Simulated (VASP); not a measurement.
Set up this calculation in VASP 6.6.1, as the native input.

- Task: single point
- Functional: PBEsol
- Potentials or basis: VASP PAW PBE potentials, release 64 (Bi_d)
- Cutoff: 520 eV
- k mesh: 14 × 14 × 14
- Occupations: fermi-dirac, width 0.1 eV
- Spin: no spin polarisation
- Dipole correction: no
- Further INCAR settings: ALGO = Normal; EDIFF = 1e-06; NBANDS = 22

The structure of Bi lies in POSCAR:

```
Bi
1.0
    2.2920806447      1.3233333772      3.9346125912
   -2.2920806447      1.3233333772      3.9346125912
    0.0000000000     -2.6466667544      3.9346125912
Bi
2
Direct
    0.2366491848      0.2366491848      0.2366491848
    0.7633508152      0.7633508152      0.7633508152
```

These files were run (other wordings do the same):

INCAR

```
  PREC = Accurate
  ENCUT = 520
  EDIFF = 1E-6
  ISMEAR = -1
  SIGMA = 0.1
  LREAL = F
  LASPH = T
  NELM = 60
  ALGO = Normal
  ISIF = 2
  LWAVE = F
  LCHARG = F
  GGA = PS
  NBANDS = 22
```

KPOINTS

```
regular mesh
0
Gamma
  14 14 14
```

Potentials or basis: VASP PAW PBE potentials, release 64 (Bi_d).

Run with:

```sh
$ cat potpaw_PBE.64/Bi_d/POTCAR > POTCAR
$ mpirun -np 1 vasp_std > vasp.out
```

It gave:

```
Pressure               : -1.8 GPa
Largest force          : 0.123 eV/Å
Band gap on the k mesh : zero (bands 15 and 16 overlap by 0.24 eV)
```

Caveat: the PAW data sets were made with another functional, which shifts forces and pressure a little; spin-orbit coupling is left out, which moves the levels of the heavy elements.

Wall time 12 min on 1 thread of Intel Xeon 8259CL (shared host), peak memory 0.47 GiB.
